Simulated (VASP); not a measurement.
# Os (P6_3/mmc) in VASP: notebook

Os is run at these levels: PBEsol; tasks: single point.

Everything below comes from runs of VASP 6.6.1. Logs are shortened: lines on timing, memory, paths and dates and some standing lists are left out, and cuts for length are marked.

## (1) The cell of the first run

It takes space group P6_3/mmc (No. 194, hexagonal). The conventional cell has a = 2.788 Å, b = 2.788 Å, c = 4.404 Å, α = 90.00°, β = 90.00°, γ = 120.00°. Os (site symmetry -6m2) has 12 Os at 2.73 to 2.79 Å within 3.6 Å.

## (2) Single point, PBEsol (volume scaled by 1.06)

INCAR reads:

```
SYSTEM = Os
PREC = Accurate
ENCUT = 520
EDIFF = 1E-6
ISMEAR = -1
SIGMA = 0.05
LREAL = .FALSE.
LASPH = .TRUE.
NELM = 60
ALGO = Normal
ISIF = 2
LWAVE = .FALSE.
LCHARG = .TRUE.
GGA = PS
LELF = .TRUE.
LVHAR = .TRUE.
NBANDS = 15
```

KPOINTS reads:

```
regular mesh
0
G
  15 15 9
  0 0 0
```

POSCAR reads:

```
Os
1.0
    2.7877233928      0.0000000000      0.0000000000
   -1.3938616964      2.4142392769      0.0000000000
    0.0000000000      0.0000000000      4.4044215090
Os
2
Direct
    0.3333333333      0.6666666667      0.2500000000
    0.6666666667      0.3333333333      0.7500000000
```

Potentials or basis: VASP PAW PBE potentials, release 64 (Os).

On the command line:

```sh
$ cat potpaw_PBE.64/Os/POTCAR > POTCAR
$ mpirun -np 1 vasp_std > vasp.out
```

OUTCAR:

```text
SYSTEM = Os
   PREC = Accurate
   ENCUT = 520
   EDIFF = 1E-6
   ISMEAR = -1
   LREAL = .FALSE.
   LASPH = .TRUE.
   NELM = 60
   ISIF = 2
   GGA = PS

 ion  position               nearest neighbor table
   1  0.333  0.667  0.250-   2 2.73   2 2.73   2 2.73   2 2.73   2 2.73   2 2.73
   2  0.667  0.333  0.750-   1 2.73   1 2.73   1 2.73   1 2.73   1 2.73   1 2.73

  LATTYP: Found a hexagonal cell.
 ALAT       =     2.7877233928
 C/A-ratio  =     1.5799349105

  Lattice vectors:

 A1 = (   2.7877233928,   0.0000000000,   0.0000000000)
 A2 = (  -1.3938616964,   2.4142392769,   0.0000000000)
 A3 = (   0.0000000000,   0.0000000000,   4.4044215090)

Analysis of symmetry for initial positions (statically):
=====================================================================
 Subroutine PRICEL returns:
 Original cell was already a primitive cell.

 Routine SETGRP: Setting up the symmetry group for a
 hexagonal supercell.

 Subroutine GETGRP returns: Found 24 space group operations
 (whereof 12 operations were pure point group operations)
 out of a pool of 24 trial point group operations.

The static configuration has the point symmetry D_3d.
 The point group associated with its full space group is D_6h.

Analysis of symmetry for dynamics (positions and initial velocities):
=====================================================================
 Subroutine PRICEL returns:
 Original cell was already a primitive cell.

 Routine SETGRP: Setting up the symmetry group for a
 hexagonal supercell.

 Subroutine GETGRP returns: Found 24 space group operations
 (whereof 12 operations were pure point group operations)
 out of a pool of 24 trial point group operations.

The dynamic configuration has the point symmetry D_3d.
 The point group associated with its full space group is D_6h.

 Subroutine INISYM returns: Found 24 space group operations
 (whereof 12 operations are pure point group operations),
 and found     1 'primitive' translations

----------------------------------------------------------------------------------------

                                     Primitive cell

  volume of cell :      29.6428

  direct lattice vectors                    reciprocal lattice vectors
     2.787723393  0.000000000  0.000000000     0.358715647  0.207104575  0.000000000
    -1.393861696  2.414239277  0.000000000     0.000000000  0.414209151  0.000000000
     0.000000000  0.000000000  4.404421509     0.000000000  0.000000000  0.227044573

  length of vectors
     2.787723393  2.787723393  4.404421509     0.414209151  0.414209151  0.227044573

  position of ions in fractional coordinates (direct lattice)
     0.333333333  0.666666667  0.250000000
     0.666666667  0.333333333  0.750000000

  ion indices of the primitive-cell ions
   primitive index   ion index
                 1           1
                 2           2

----------------------------------------------------------------------------------------

 KPOINTS: regular mesh

Automatic generation of k-mesh.
 Grid dimensions read from file:
 generate k-points for:   15   15    9

 Generating k-lattice:

  Cartesian coordinates                     Fractional coordinates (reciprocal lattice)
     0.023914376  0.013806972  0.000000000     0.066666667  0.000000000  0.000000000
     0.000000000  0.027613943  0.000000000     0.000000000  0.066666667  0.000000000
     0.000000000  0.000000000  0.025227175     0.000000000  0.000000000  0.111111111

  Length of vectors
     0.027613943  0.027613943  0.025227175

  Shift w.r.t. Gamma in fractional coordinates (k-lattice)
     0.000000000  0.000000000  0.000000000

 Subroutine IBZKPT returns following result:
 ===========================================

 Found    135 irreducible k-points:

 Following reciprocal coordinates:
            Coordinates               Weight
  0.000000  0.000000  0.000000      1.000000
  0.066667  0.000000  0.000000      6.000000
  0.133333  0.000000  0.000000      6.000000
  0.200000  0.000000  0.000000      6.000000
  0.266667  0.000000  0.000000      6.000000
  0.333333  0.000000  0.000000      6.000000
[... 16 lines left out ...]
  0.333333  0.200000  0.000000     12.000000
  0.400000  0.200000  0.000000      6.000000
 [... further k-points ...]
   k-points           NKPTS =    135   k-points in BZ     NKDIM =    135   number of bands    NBANDS=     15
   number of dos      NEDOS =    301   number of ions     NIONS =      2
   total plane-waves  NPLWV =  20736
   dimension x,y,z NGX =    24 NGY =   24 NGZ =   36
   dimension x,y,z NGXF=    48 NGYF=   48 NGZF=   72
   ions per type =               2
   NGX,Y,Z   is equivalent  to a cutoff of  14.31, 14.31, 13.59 a.u.
   NGXF,Y,Z  is equivalent  to a cutoff of  28.62, 28.62, 27.18 a.u.
 SYSTEM =  Os
   PREC   = accura    normal or accurate (medium, high low for compatibility)
   ISTART =      0    job   : 0-new  1-cont  2-samecut
   ICHARG =      2    charge: 1-file 2-atom 10-const
   ISPIN  =      1    spin polarized calculation?
   LNONCOLLINEAR =      F non collinear calculations
   LSORBIT =      F    spin-orbit coupling
   LASPH  =      T    aspherical Exc in radial PAW
   ENCUT  =  520.0 eV  38.22 Ry    6.18 a.u.   5.18  5.18  8.19*2*pi/ulx,y,z
   NELM   =     60;   NELMIN=  2; NELMDL= -5     # of ELM steps
   EDIFF  = 0.1E-05   stopping-criterion for ELM
   LREAL  =      F    real-space projection
   EDIFFG = 0.1E-04   stopping-criterion for IOM
   NSW    =      0    number of steps for IOM
   IBRION =     -1    ionic relax: 0-MD 1-quasi-New 2-CG
   NFREE  =      0    steps in history (QN), initial steepest desc. (CG)
   ISIF   =      2    stress and relaxation
   ISYM   =      2    0-nonsym 1-usesym 2-fastsym
   POTIM  = 0.5000    time-step for ionic-motion
   TEBEG  =    0.0;   TEEND  =   0.0 temperature during run
   PSTRESS=    0.0 pullay stress
   NELECT =      16.0000    total number of electrons
   NUPDOWN=      -1.0000    fix difference up-down
   EMIN   =  10.00;   EMAX   =-10.00  energy-range for DOS
   EFERMI =   0.00;   METHOD = LEGACY
   ISMEAR =    -1;   SIGMA  =   0.05  broadening in eV -4-tet -1-fermi 0-gaus
   EFERMI_NEDOS =   21; number of points for ismear=-14 and -15
   IALGO  =     38    algorithm
   IMIX   =      4    mixing-type and parameters
     AMIX     =   0.40;   BMIX     =  1.00
     AMIX_MAG =   1.60;   BMIX_MAG =  1.00
  volume/ion in A,a.u.               =      14.82       100.02
  Fermi-wavevector in a.u.,A,eV,Ry     =   1.332934  2.518879 24.173636  1.776712
  Thomas-Fermi vector in A             =   2.461831
   LORBIT       =      0    0 simple, 1 ext, 2 COOP (PROOUT), +10 PAW based schemes
   GGA     = PS    functional components
   LHFCALC =     F    Hartree Fock is set to
   AEXX    =    0.0000 exact exchange contribution
   IVDW    =     0    specifies the selected vdW correction
   LEPSILON=     F    determine dielectric tensor
   LRPA    =     F    only Hartree local field effects (RPA)
 non-spin polarized calculation
  energy-cutoff  :      520.00
  volume of cell :       29.64
 maximum number of plane-waves:       811
 NGX is ok and might be reduce to    24
   NGX = 11   NGY = 11   NGZ = 17

 number of electron      15.9999998 magnetization

 Free energy of the ion-electron system (eV)
  ---------------------------------------------------
  ext. energy  EPLUGINS =         0.00000000
  ---------------------------------------------------
  free energy    TOTEN  =       -24.34873959 eV

  energy without entropy =      -24.33954613  energy(sigma->0) =      -24.34414286

 E-fermi :   8.4355     XC(G=0): -13.8255

 val. band max:        8.4328305311   @ k =   0.1333   0.0000   0.3333
 cond. band min:       8.4531142297   @ k =   0.0000   0.0000   0.0000
 fundamental gap:      0.0202836986
 Fermi energy:         8.4355078306

 k-point     1 :       0.0000    0.0000    0.0000
  band No.  band energies     occupation
      1      -2.0209      2.00000
      2       1.1644      2.00000
      3       5.6379      2.00000
      4       5.6379      2.00000
      5       5.8647      2.00000
      6       6.4050      2.00000
      7       6.4050      2.00000
      8       7.0061      2.00000
      9       7.0061      2.00000
     10       8.4531      0.82573
     11       9.9951      0.00000
     12       9.9951      0.00000
     13      16.8115      0.00000
     14      22.4937      0.00000
     15      25.1432      0.00000

 k-point     2 :       0.0667    0.0000    0.0000
  band No.  band energies     occupation
      1      -1.8519      2.00000
      2       1.3145      2.00000
      3       5.2991      2.00000
      4       5.7845      2.00000
      5       6.1567      2.00000
      6       6.3106      2.00000
      7       6.5413      2.00000
      8       6.7979      2.00000
      9       6.8895      2.00000
     10       7.7379      2.00000
     11      10.0738      0.00000
     12      10.9696      0.00000
     13      16.7931      0.00000
     14      22.8291      0.00000
     15      25.3607      0.00000

 k-point     3 :       0.1333    0.0000    0.0000
  band No.  band energies     occupation
      1      -1.3638      2.00000
      2       1.7214      2.00000
      3       4.8292      2.00000
      4       5.9695      2.00000
      5       6.0229      2.00000
      6       6.2161      2.00000
      7       6.5937      2.00000
      8       6.6184      2.00000
      9       6.9408      2.00000
     10       7.1583      2.00000
     11      10.2619      0.00000
     12      12.5441      0.00000
     13      16.7150      0.00000
     14      23.6340      0.00000
     15      25.8581      0.00000
[... 343 lines left out ...]
 k-point    23 :       0.3333    0.2000    0.0000
  band No.  band energies     occupation
      1       2.5781      2.00000
      2       2.6313      2.00000
      3       2.8741      2.00000
      4       4.4242      2.00000
      5       5.0139      2.00000
      6       5.8517      2.00000
      7       6.7493      2.00000
      8       9.2513      0.00000
      9      10.3673      0.00000
     10      10.4881      0.00000
     11      12.4565      0.00000
     12      14.7362      0.00000
     13      16.8015      0.00000
     14      18.5128      0.00000
     15      20.9640      0.00000

 k-point    24 :       0.4000    0.2000    0.0000
  band No.  band energies     occupation
      1       2.4837      2.00000
      2       2.7275      2.00000
      3       2.7913      2.00000
      4       4.6920      2.00000
      5       5.0475      2.00000
      6       5.7170      2.00000
      7       6.9267      2.00000
      8       9.7465      0.00000
      9      10.2939      0.00000
     10      10.4828      0.00000
     11      13.1295      0.00000
     12      13.7274      0.00000
     13      16.3287      0.00000
     14      19.1970      0.00000
     15      21.5379      0.00000

 [... further k-points ...]
[... 5 lines left out ...]
  --------------------------------------------------------------------------------------
  -------------------------------------------------------------------------------------
  Total       -4.4028856     -4.4028856     -4.6131996     -0.0000000     -0.0000000      0.0000000
  in kB     -237.9737847   -237.9737847   -249.3411547     -0.0000000     -0.0000000      0.0000000
  external PRESSURE =    -241.7629081 kB  Pullay stress =       0.0000000 kB

 VOLUME and BASIS-vectors are now :
 -----------------------------------------------------------------------------
  energy-cutoff  :      520.00
  volume of cell :       29.64
      direct lattice vectors                 reciprocal lattice vectors
     2.787723393  0.000000000  0.000000000     0.358715647  0.207104575  0.000000000
    -1.393861696  2.414239277  0.000000000     0.000000000  0.414209151  0.000000000
     0.000000000  0.000000000  4.404421509     0.000000000  0.000000000  0.227044573

 POSITION                                       TOTAL-FORCE (eV/Angst)
 -----------------------------------------------------------------------------------
     -0.00000      1.60949      1.10111        -0.000000      0.000000      0.000000
      1.39386      0.80475      3.30332         0.000000     -0.000000      0.000000
 -----------------------------------------------------------------------------------
    total drift:                               -0.000000      0.000000     -0.000000

  FREE ENERGIE OF THE ION-ELECTRON SYSTEM (eV)
  ---------------------------------------------------
  free  energy   TOTEN  =       -24.3487395877 eV

  energy  without entropy=      -24.3395461268  energy(sigma->0) =      -24.34414286
```

Run time: 86 s. Hardware: 1 thread of AMD EPYC 7R13, shared host; peak memory 0.16 GiB.

What came out:

```
Free energy            : -24.3487 eV
Pressure               : -24.2 GPa
Band gap on the k mesh : zero (band 8 reaches 10.32 eV, above the bottom of band 9 at 6.84 eV)
```

Levels at points of the mesh, in eV from the Fermi level:
```csv
k point,band 4,band 5,band 6,band 7,band 8,band 9,band 10,band 11,band 12,band 13
"(0.00, 0.00, 0.00)",-2.80,-2.57,-2.03,-2.03,-1.43,-1.43,0.02,1.56,1.56,8.38
```

Caveat: the PAW data sets were made with another functional, which shifts forces and pressure a little; spin-orbit coupling is left out, which moves the levels of the heavy elements.

## (3) Single point, PBEsol (equal xx and yy strain of -3 %)

INCAR reads:

```
ALGO = Normal ; EDIFF = 1E-6
ENCUT = 520 ; GGA = PS
ISIF = 2 ; ISMEAR = -1
LASPH = True ; LCHARG = False
LREAL = False ; LWAVE = False
NBANDS = 15 ; NELM = 80
PREC = Accurate ; SIGMA = 0.05
```

KPOINTS reads:

```
k-points
0
Gamma
  15 15 9
```

POSCAR reads:

```
Os
1.0
    2.6520769762      0.0000000000      0.0000000000
   -1.3260384882      2.2967660342      0.0000000000
    0.0000000000      0.0000000000      4.3197000000
Os
2
Direct
    0.3333333333      0.6666666667      0.2500000000
    0.6666666667      0.3333333333      0.7500000000
```

Potentials or basis: VASP PAW PBE potentials, release 64 (Os).

On the command line:

```sh
$ cat potpaw_PBE.64/Os/POTCAR > POTCAR
$ mpirun -np 1 vasp_std > vasp.out
```

Run time: 34 s. Hardware: 1 thread of Intel Xeon Platinum 8375C at 2.90GHz (Ice Lake), shared host; peak memory 0.17 GiB.

Results (log left out):

| Quantity | Value |
| --- | --- |
| Free energy | -24.3385 eV |
| Pressure | 28.0 GPa |
| Band gap on the k mesh | zero (band 8 reaches 12.79 eV, above the bottom of band 9 at 8.33 eV) |

Stress tensor (GPa, compression positive):
```
34.89  0.00  0.00
 0.00 34.89  0.00
 0.00  0.00 14.11
```

Levels at points of the mesh, in eV from the Fermi level:
| k point | band 6 | band 7 | band 8 | band 9 | band 10 | band 11 |
| --- | --- | --- | --- | --- | --- | --- |
| (0.00, 0.00, 0.00) | -2.46 | -2.46 | -1.38 | -1.38 | -0.33 | 1.90 |

Caveat: the cell differs from its parent crystal (equal xx and yy strain of -3 %); the PAW data sets were made with another functional, which shifts forces and pressure a little; spin-orbit coupling is left out, which moves the levels of the heavy elements.

## (4) Single point, PBEsol (equal xx and yy strain of -2 %)

INCAR reads:

```
PREC = Accurate ; ENCUT = 520
EDIFF = 1E-6 ; ISMEAR = -1
SIGMA = 0.05 ; LREAL = False
LASPH = True ; NELM = 80
ALGO = Normal ; ISIF = 2
LWAVE = False ; LCHARG = True
GGA = PS ; LELF = True
LVHAR = True ; NBANDS = 15
```

KPOINTS reads:

```
regular mesh
0
Gamma
  15 15 9
```

POSCAR reads:

```
Os
1.0
    2.6794179760      0.0000000000      0.0000000000
   -1.3397089880      2.3204440346      0.0000000000
    0.0000000000      0.0000000000      4.3197000000
Os
2
Direct
    0.3333333333      0.6666666667      0.2500000000
    0.6666666667      0.3333333333      0.7500000000
```

On the command line:

```sh
$ cat potpaw_PBE.64/Os/POTCAR > POTCAR
$ mpirun -np 1 vasp_std > vasp.out
```

Run time: 27 s. Hardware: 1 thread of Intel Xeon Platinum 8375C at 2.90GHz (Ice Lake), shared host; peak memory 0.17 GiB.

Results (log left out):

```
Free energy            : -24.4331 eV
Pressure               : 16.6 GPa
Band gap on the k mesh : zero (band 8 reaches 12.31 eV, above the bottom of band 9 at 8.07 eV)
```

Stress tensor (GPa, compression positive):
```
20.82  0.00  0.00
 0.00 20.82  0.00
 0.00  0.00  8.25
```

Levels at points of the mesh, in eV from the Fermi level:
| k point | band 4 | band 5 | band 6 | band 7 | band 8 | band 9 | band 10 | band 11 | band 12 | band 13 |
| --- | --- | --- | --- | --- | --- | --- | --- | --- | --- | --- |
| (0.00, 0.00, 0.00) | -3.22 | -3.22 | -2.37 | -2.37 | -1.44 | -1.44 | -0.22 | 1.83 | 1.83 | 9.30 |

Caveat: the cell differs from its parent crystal (equal xx and yy strain of -2 %); the PAW data sets were made with another functional, which shifts forces and pressure a little; spin-orbit coupling is left out, which moves the levels of the heavy elements.

## (5) Single point, PBEsol (zz strain of -2 %)

INCAR reads:

```
SYSTEM = Os
ALGO = Normal ; EDIFF = 1E-6
ENCUT = 520 ; GGA = PS
ISIF = 2 ; ISMEAR = -1
LASPH = .TRUE. ; LCHARG = .TRUE.
LELF = .TRUE. ; LREAL = .FALSE.
LVHAR = .TRUE. ; LWAVE = .FALSE.
NBANDS = 15 ; NELM = 60
PREC = Accurate ; SIGMA = 0.05
```

KPOINTS reads:

```
k-points
0
G
  15 15 9
  0 0 0
```

POSCAR reads:

```
Os
1.0
    2.7340999755      0.0000000000      0.0000000000
   -1.3670499878      2.3678000353      0.0000000000
    0.0000000000      0.0000000000      4.2333060000
Os
2
Direct
    0.3333333333      0.6666666667      0.2500000000
    0.6666666667      0.3333333333      0.7500000000
```

On the command line:

```sh
$ cat potpaw_PBE.64/Os/POTCAR > POTCAR
$ mpirun -np 1 vasp_std > vasp.out
```

Run time: 26 s. Hardware: 1 thread of Intel Xeon Platinum 8375C at 2.90GHz (Ice Lake), shared host; peak memory 0.17 GiB.

It converged, with:

* Free energy: -24.4683 eV
* Pressure: 7.4 GPa
* Band gap on the k mesh: zero (band 8 reaches 11.64 eV, above the bottom of band 9 at 7.69 eV)

Stress tensor (GPa, compression positive):
```
 2.70  0.00  0.00
 0.00  2.70  0.00
 0.00  0.00 16.81
```

Levels at points of the mesh, in eV from the Fermi level:
```
           k point  band 5  band 6  band 7  band 8  band 9  band 10  band 11  band 12
(0.00, 0.00, 0.00)   -2.65   -2.26   -2.26   -1.80   -1.80     0.25     1.75     1.75
```

Caveat: the cell differs from its parent crystal (zz strain of -2 %); the PAW data sets were made with another functional, which shifts forces and pressure a little; spin-orbit coupling is left out, which moves the levels of the heavy elements.

(Part 1 of 2 ends here.)
